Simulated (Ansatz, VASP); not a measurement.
**One calculation of GaN, two programs**

```
Ga N
1.0
     3.21837    0.00000    0.00000
    -1.60919    2.78719    0.00000
     0.00000    0.00000    5.24317
Ga N
2 2
Direct
  0.66667 0.33333 0.49913
  0.33333 0.66667 0.99913
  0.66667 0.33333 0.87587
  0.33333 0.66667 0.37587
```

Alike in both runs: functional PBE; k mesh 12 × 12 × 6; occupations gaussian, width 0.02 eV; no spin polarisation.

Ansatz relaxed the structure, and its values are those at the end. VASP's run is a single point on that final structure, the one shown.

|  | VASP | Ansatz |
| --- | --- | --- |
| version | VASP 6.6.1 | Ansatz 0.2.0 |
| potentials or method | VASP PAW PBE potentials, release 64 (Ga_d, N), cutoff 520 eV | scalar-relativistic, plane waves, PAW |
| valence electrons in the cell | 36 | 36 |

```csv
,VASP,Ansatz,Ansatz less VASP
gap on the k mesh at the Fermi level (eV),1.72,1.71,-0.005
least direct gap on the mesh (eV),1.72,1.71,-0.005
pressure (GPa),0.1,0.0,-0.13
```
